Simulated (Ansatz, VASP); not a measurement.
# Sn: VASP beside Ansatz

INCAR

```
  PREC = Accurate
  ENCUT = 520
  EDIFF = 1E-6
  ISMEAR = -1
  SIGMA = 0.1
  LREAL = False
  LASPH = True
  NELM = 60
  ALGO = Normal
  ISIF = 2
  LWAVE = False
  LCHARG = False
  GGA = PE
  NBANDS = 13
```

The input KPOINTS:

```
regular mesh
0
Gamma
  17 17 17
```

File POSCAR:

```
Sn
1.0
    3.1243143680      0.0000000000      0.0000000000
    0.0000000000      3.1243143680      0.0000000000
    0.0000000000      0.0000000000      3.1243143680
Sn
1
Direct
    0.0000000000      0.0000000000      0.0000000000
```

Input for Ansatz:

```yaml
crystal:
  lattice:
    - [3.124314368, 0.0, 0.0]
    - [0.0, 3.124314368, 0.0]
    - [0.0, 0.0, 3.124314368]
  atoms:
    - { symbol: Sn, position: [0.0, 0.0, 0.0] }
hamiltonian:
  xc: pbe
  pseudopotentials:
    kind: paw
    azcp:
      Sn: "pseudopotentials/Sn.paw.azcp"
basis:
  ecutwfc: 420
  fft_grid_basis: typed
kpoints:
  mp_grid: { grid: [17, 17, 17], shift: [0, 0, 0] }
magnetization:
  spin_polarized: false
scf:
  occupations: { method: fermi_dirac, width: 0.1 }
output:
  stress: true
```

Alike in both runs: task single point; functional PBE; k mesh 17 × 17 × 17; occupations fermi-dirac, width 0.1 eV; no spin polarisation.

|  | VASP | Ansatz |
| --- | --- | --- |
| version | VASP 6.6.1 | Ansatz 0.2.0 |
| potentials or method | VASP PAW PBE potentials, release 64 (Sn_d), cutoff 520 eV | plane waves (420 eV) with PAW, scalar-relativistic |
| valence electrons in the cell | 14 | 14 |

|  | VASP | Ansatz | Ansatz less VASP |
| --- | --- | --- | --- |
| pressure (GPa) | -1.4 | -1.4 | -0.02 |

With one functional, cell and mesh, what is left measures potentials, basis and numerics.
